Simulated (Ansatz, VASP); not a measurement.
# InAs in VASP and in Ansatz

Contents of INCAR:

```
SYSTEM = InAs
PREC     = Accurate       ! precision mode
ENCUT    = 520            ! plane-wave cutoff, eV
EDIFF    = 1E-6           ! SCF threshold, eV
ISMEAR   = -1             ! smearing method
SIGMA    = 0.15           ! smearing width, eV
LREAL    = .FALSE.        ! projectors in reciprocal space
LASPH    = .TRUE.         ! aspherical terms in the spheres
NELM     = 100            ! most SCF steps
ALGO     = Normal         ! electronic algorithm
ISIF     = 2              ! what is computed and relaxed
LWAVE    = .FALSE.        ! write WAVECAR
LCHARG   = .TRUE.         ! write CHGCAR
GGA      = CA             ! functional
LELF     = .TRUE.         ! ELF
LVHAR    = .TRUE.       
NBANDS   = 16             ! bands
```

File KPOINTS:

```
Automatic mesh
0
G
  12 12 12
  0 0 0
```

Contents of POSCAR:

```
InAs
1.0
    0.0000000000      3.0332603836      3.0332603836
    3.0332603836      0.0000000000      3.0332603836
    3.0332603836      3.0332603836      0.0000000000
In As
1 1
Direct
    0.0000000000      0.0000000000      0.0000000000
    0.7500000000      0.7500000000      0.7500000000
```

Input for Ansatz:

```yaml
crystal:
  lattice:
    - [0.0, 3.0332603836, 3.0332603836]
    - [3.0332603836, 0.0, 3.0332603836]
    - [3.0332603836, 3.0332603836, 0.0]
  atoms:
    - { symbol: In, position: [0.0, 0.0, 0.0] }
    - { symbol: As, position: [0.75, 0.75, 0.75] }
basis:
  ecutwfc: 420
kpoints:
  mp_grid: { grid: [12, 12, 12] }
hamiltonian:
  xc: lda
scf:
  occupations: { method: fermi_dirac, width: 0.15 }
output:
  forces: true
  stress: true
  eigenvalues: true
  write_density: true
  write_potential: true
  elf: true
  volumetric_format: npy
```

Alike in both runs: task single point; functional LDA; k mesh 12 × 12 × 12; occupations fermi-dirac, width 0.15 eV; no spin polarisation.

|  | VASP | Ansatz |
| --- | --- | --- |
| version | VASP 6.6.1 | Ansatz 0.2.0 |
| potentials or method | VASP PAW LDA potentials, release 64 (In_d, As), cutoff 520 eV | scalar-relativistic, plane waves, PAW |
| valence electrons in the cell | 18 | 28 |

VASP gave:

* gap on the k mesh at the Fermi level (eV): none
* pressure (GPa): -1.0

**Question.** Estimate Ansatz's values.

**Answer.** gap on the k mesh at the Fermi level (eV): none; pressure (GPa): -1.1.

LDA's correlation is that of Perdew and Zunger in VASP and of Perdew and Wang (1992) in Ansatz. A gap of «none» marks a metal or a gap that the smearing closes. VASP's potentials hold 18 valence electrons a cell and Ansatz's 28, so a difference there can come from the potentials and not from the codes.
